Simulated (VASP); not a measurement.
# Sb (R-3m) in VASP: vibrations by perturbation theory with LDA

Aim: the vibrations by perturbation theory of Sb with LDA.

All numbers are computed with VASP 6.6.1; they aren't measurements. Logs are shortened: lines on timing, memory, paths and dates and some standing lists are left out, and cuts for length are marked.

### Step 1. The cell of the first run

Symmetry: R-3m, No. 166, trigonal system. The conventional cell has a = 4.289 Å, b = 4.289 Å, c = 10.941 Å, α = 90.00°, β = 90.00°, γ = 120.00°. Sb (site symmetry 3m) has 6 Sb at 2.91 to 3.25 Å within 3.8 Å.

### Step 2. Vibrations by perturbation theory, LDA

INCAR reads:

```
SYSTEM = Sb
PREC     = Accurate       ! precision mode
ENCUT    = 520            ! plane-wave cutoff, eV
EDIFF    = 1E-8           ! SCF threshold, eV
ISMEAR   = -1             ! smearing method
SIGMA    = 0.15           ! smearing width, eV
LREAL    = .False.        ! projectors in reciprocal space
LASPH    = .True.         ! aspherical terms in the spheres
NELM     = 80             ! most SCF steps
ALGO     = Normal         ! electronic algorithm
ISIF     = 2              ! what is computed and relaxed
LWAVE    = .False.        ! write WAVECAR
LCHARG   = .True.         ! write CHGCAR
GGA      = CA             ! functional
IBRION   = 8              ! ionic algorithm
NSW      = 1              ! ionic steps
```

KPOINTS reads:

```
Automatic mesh
0
Gamma
  12 12 12
  0 0 0
```

POSCAR reads:

```
Sb
1.0
    2.1444849790      1.2381189799      3.6470049083
   -2.1444849790      1.2381189799      3.6470049083
    0.0000000000     -2.4762379598      3.6470049083
Sb
2
Direct
    0.2368296023      0.2368296023      0.2368296023
    0.7631703977      0.7631703977      0.7631703977
```

Potentials or basis: VASP PAW LDA potentials, release 64 (Sb).

The run is started by

```bash
$ cat potpaw_LDA.64/Sb/POTCAR > POTCAR
$ mpirun -np 1 vasp_std > vasp.out
```

OUTCAR:

```text
SYSTEM = Sb
   PREC = Accurate
   ENCUT = 520
   EDIFF = 1E-8
   ISMEAR = -1
   LREAL = .False.
   LASPH = .True.
   NELM = 80
   ISIF = 2
   GGA = CA
   IBRION = 8
   NSW = 1

 ion  position               nearest neighbor table
   1  0.237  0.237  0.237-   2 2.91   2 2.91   2 2.91   2 3.25   2 3.25   2 3.25
   2  0.763  0.763  0.763-   1 2.91   1 2.91   1 2.91   1 3.25   1 3.25   1 3.25

  LATTYP: Found a trigonal (rhomboedric) cell.
 ALAT       =     4.4082195085
 COS(alpha) =     0.5266857407

  Lattice vectors:

 A1 = (   2.1444849790,   1.2381189799,   3.6470049083)
 A2 = (  -2.1444849790,   1.2381189799,   3.6470049083)
 A3 = (   0.0000000000,  -2.4762379598,   3.6470049083)

Analysis of symmetry for initial positions (statically):
=====================================================================
 Subroutine PRICEL returns:
 Original cell was already a primitive cell.

 Routine SETGRP: Setting up the symmetry group for a
 trigonal (rhombohedral) supercell.

 Subroutine GETGRP returns: Found 12 space group operations
 (whereof 12 operations were pure point group operations)
 out of a pool of 12 trial point group operations.

The static configuration has the point symmetry D_3d.

Analysis of symmetry for dynamics (positions and initial velocities):
=====================================================================
 Subroutine PRICEL returns:
 Original cell was already a primitive cell.

 Routine SETGRP: Setting up the symmetry group for a
 trigonal (rhombohedral) supercell.

 Subroutine GETGRP returns: Found 12 space group operations
 (whereof 12 operations were pure point group operations)
 out of a pool of 12 trial point group operations.

The dynamic configuration has the point symmetry D_3d.

 Subroutine INISYM returns: Found 12 space group operations
 (whereof 12 operations are pure point group operations),
 and found     1 'primitive' translations

----------------------------------------------------------------------------------------

                                     Primitive cell

  volume of cell :      58.0996

  direct lattice vectors                    reciprocal lattice vectors
     2.144484979  1.238118980  3.647004908     0.233156215  0.134612803  0.091399201
    -2.144484979  1.238118980  3.647004908    -0.233156215  0.134612803  0.091399201
     0.000000000 -2.476237960  3.647004908     0.000000000 -0.269225607  0.091399201

  length of vectors
     4.408219508  4.408219508  4.408219508     0.284317149  0.284317149  0.284317149

  position of ions in fractional coordinates (direct lattice)
     0.236829602  0.236829602  0.236829602
     0.763170398  0.763170398  0.763170398

  ion indices of the primitive-cell ions
   primitive index   ion index
                 1           1
                 2           2

----------------------------------------------------------------------------------------

 KPOINTS: Automatic mesh

Automatic generation of k-mesh.
 Grid dimensions read from file:
 generate k-points for:   12   12   12

 Generating k-lattice:

  Cartesian coordinates                     Fractional coordinates (reciprocal lattice)
     0.019429685  0.011217734  0.007616600     0.083333333  0.000000000  0.000000000
    -0.019429685  0.011217734  0.007616600     0.000000000  0.083333333  0.000000000
[... 88 lines left out ...]
   LRPA    =     F    only Hartree local field effects (RPA)
 non-spin polarized calculation
  energy-cutoff  :      520.00
  volume of cell :       58.10
 maximum number of plane-waves:      1585
 NGX is ok and might be reduce to    36
   NGX = 17   NGY = 17   NGZ = 17

--------------------------------------- Ionic step        1  -------------------------------------------

 number of electron      10.0000000 magnetization

 Free energy of the ion-electron system (eV)
  ---------------------------------------------------
  ext. energy  EPLUGINS =         0.00000000
  ---------------------------------------------------
  free energy    TOTEN  =        -9.64307209 eV

  energy without entropy =       -9.60377603  energy(sigma->0) =       -9.62342406

 E-fermi :   7.4942     XC(G=0):  -9.8922

 val. band max:        7.4896091224   @ k =   0.5000   0.5000   0.5000
 cond. band min:       7.5263903741   @ k =  -0.4167   0.5000   0.4167
 fundamental gap:      0.0367812517
 Fermi energy:         7.4941754559

 k-point     1 :       0.0000    0.0000    0.0000
  band No.  band energies     occupation
      1      -5.3500      2.00000
      2       2.9388      2.00000
      3       5.5657      1.99999
      4       5.7392      1.99998
      5       5.7392      1.99998
      6      10.0024      0.00000
      7      10.4562      0.00000
      8      10.4562      0.00000
      9      12.5022      0.00000
[... 265 lines left out ...]
 k-point    24 :      -0.4167    0.1667   -0.0000
  band No.  band energies     occupation
      1      -2.7193      2.00000
      2      -2.0424      2.00000
      3       3.8273      2.00000
      4       5.4054      2.00000
      5       5.8613      1.99996
      6       8.5106      0.00228
      7       8.9773      0.00010
      8      10.7800      0.00000
      9      14.2261      0.00000

 [... further k-points ...]

------------------------ aborting loop because EDIFF is reached ----------------------------------------

  FORCE on cell =-STRESS in cart. coord.  units (eV):
  Direction    XX          YY          ZZ          XY          YZ          ZX
  --------------------------------------------------------------------------------------
  -------------------------------------------------------------------------------------
  Total        0.1143022      0.1143022      0.0839840     -0.0000000     -0.0000000      0.0000000
  in kB        3.1520446      3.1520446      2.3159769     -0.0000000     -0.0000000      0.0000000
  external PRESSURE =       2.8733554 kB  Pullay stress =       0.0000000 kB

 VOLUME and BASIS-vectors are now :
 -----------------------------------------------------------------------------
  energy-cutoff  :      520.00
  volume of cell :       58.10
      direct lattice vectors                 reciprocal lattice vectors
     2.144484979  1.238118980  3.647004908     0.233156215  0.134612803  0.091399201
    -2.144484979  1.238118980  3.647004908    -0.233156215  0.134612803  0.091399201
     0.000000000 -2.476237960  3.647004908     0.000000000 -0.269225607  0.091399201

 POSITION                                       TOTAL-FORCE (eV/Angst)
 -----------------------------------------------------------------------------------
      0.00000      0.00000      2.59116         0.000000     -0.000000      0.060977
      0.00000      0.00000      8.34986         0.000000      0.000000     -0.060977
 -----------------------------------------------------------------------------------
    total drift:                               -0.000000     -0.000000     -0.000000

  FREE ENERGIE OF THE ION-ELECTRON SYSTEM (eV)
  ---------------------------------------------------
  free  energy   TOTEN  =        -9.6430720916 eV

  energy  without entropy=       -9.6037760288  energy(sigma->0) =       -9.62342406

[... ionic steps 2 to 3 ...]

--------------------------------------- Ionic step        4  -------------------------------------------

------------------------ aborting loop because EDIFF is reached ----------------------------------------

[... ionic steps 5 to 5 ...]

--------------------------------------- Ionic step        6  -------------------------------------------

 Free energy of the ion-electron system (eV)
  ---------------------------------------------------
  ---------------------------------------------------
  free energy    TOTEN  =        -0.02573605 eV

  energy without entropy =       -0.02568603

------------------------ aborting loop because EDIFF is reached ----------------------------------------

 INTERNAL STRAIN TENSOR  FOR ION    1  DIRECTION 3   (eV/Angst):
 -----------------------------------------------------------------------------
    -4.11691 -0.00000  0.00000
    -0.00000 -4.11691  0.00000
     0.00000 -0.00000 -5.47241

 INTERNAL STRAIN TENSOR FOR ION    2 for displacements in x,y,z  (eV/Angst):
          X           Y           Z          XY          YZ          ZX
  --------------------------------------------------------------------------------
  x     0.00000    -0.00000     0.00000    -1.33630    -0.00000     3.33468
  y    -1.33630     1.33630     0.00000     0.00000     3.52643     0.00000
  z     4.11691     4.11691     5.47241    -0.00000     0.00000     0.00000

 SECOND DERIVATIVES (NOT SYMMETRIZED)
 ------------------------------------
               1X          1Y          1Z          2X          2Y          2Z
  1X    -1.673484    0.000000   -0.000000    1.673484    0.000000    0.000000
  1Y     0.000000   -1.673484    0.000000    0.000000    1.673484    0.000000
  1Z     0.000000    0.000000   -3.787044    0.000000   -0.000000    3.787044
  2X     1.673484    0.000000    0.000000   -1.673484    0.000000   -0.000000
  2Y     0.000000    1.673484    0.000000    0.000000   -1.673484    0.000000
  2Z     0.000000   -0.000000    3.787044    0.000000    0.000000   -3.787044

 Eigenvectors and eigenvalues of the dynamical matrix
 ----------------------------------------------------

   1 f  =    3.899253 THz    24.499728 2PiTHz  130.065071 cm-1    16.126006 meV
             X         Y         Z           dx          dy          dz
      0.000000  0.000000  2.591156    -0.000000    0.000000   -0.707107
      0.000000  0.000000  8.349859     0.000000    0.000000    0.707107
[... 16 lines left out ...]
   5 f  =    0.000000 THz     0.000000 2PiTHz    0.000000 cm-1     0.000000 meV
             X         Y         Z           dx          dy          dz
      0.000000  0.000000  2.591156     0.000000   -0.000000    0.707107
      0.000000  0.000000  8.349859    -0.000000    0.000000    0.707107

   6 f/i=    0.000000 THz     0.000000 2PiTHz    0.000001 cm-1     0.000000 meV
             X         Y         Z           dx          dy          dz
      0.000000  0.000000  2.591156     0.479288    0.519888   -0.000000
      0.000000  0.000000  8.349859     0.479288    0.519888    0.000000

--------------------------------------------------------------------------------------------------------

 ELASTIC MODULI CONTR FROM IONIC RELAXATION (kBar)
 Direction    XX          YY          ZZ          XY          YZ          ZX
 --------------------------------------------------------------------------------
 XX        -152.8442    -93.9930   -164.0544      0.0000     77.6526     -0.0000
 YY         -93.9930   -152.8442   -164.0544     -0.0000    -77.6526      0.0000
 ZZ        -164.0544   -164.0544   -218.0695      0.0000     -0.0000     -0.0000
 XY           0.0000     -0.0000      0.0000    -29.4256     -0.0000     73.4302
 YZ          77.6526    -77.6526     -0.0000     -0.0000   -204.9212      0.0000
 ZX          -0.0000      0.0000     -0.0000     73.4302      0.0000   -183.2413
 --------------------------------------------------------------------------------
```

It took 28 min on 1 thread of AMD EPYC, shared host; peak memory 0.93 GiB.

What came out:

| Item | Value |
| --- | --- |
| Highest phonon frequency at Γ | 130 cm⁻¹ |

Phonon frequencies in cm⁻¹ (negative: imaginary):
| q point | frequencies |
| --- | --- |
| (0.000, 0.000, 0.000) | 0 0 0 86 86 130 |

Caveat: spin-orbit coupling is left out, which moves the levels of the heavy elements.
